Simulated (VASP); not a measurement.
A run of VASP 6.6.1:

Contents of INCAR:

```
SYSTEM = Sb
PREC = Accurate
ENCUT = 520
EDIFF = 1E-6
ISMEAR = -1
SIGMA = 0.1
LREAL = .FALSE.
LASPH = .TRUE.
NELM = 100
ALGO = Normal
ISIF = 2
LWAVE = .FALSE.
LCHARG = .FALSE.
GGA = PS
NBANDS = 12
```

KPOINTS

```
Automatic mesh
0
G
  9 9 9
  0 0 0
```

Contents of POSCAR:

```
Sb
1.0
    0.0000000000      3.5292777386      3.5292777386
    3.5292777386      0.0000000000      3.5292777386
    3.5292777386      3.5292777386      0.0000000000
Sb
2
Direct
    0.1250000000      0.1250000000      0.1250000000
    0.8750000000      0.8750000000      0.8750000000
```

Potentials or basis: VASP PAW PBE potentials, release 64 (Sb).

Run with:

```bash
$ cat potpaw_PBE.64/Sb/POTCAR > POTCAR
$ mpirun -np 1 vasp_std > vasp.out
```

Hardware: 1 thread of Intel(R) Xeon(R) 6975P-C (Granite Rapids), with other jobs on the host.

**Question.** How long does it take, and how much memory?

**Answer.** It took 13 s on 1 thread of Intel(R) Xeon(R) 6975P-C (Granite Rapids), with other jobs on the host, peak memory 0.24 GiB. Counts: scf iterations 12, k points 35.
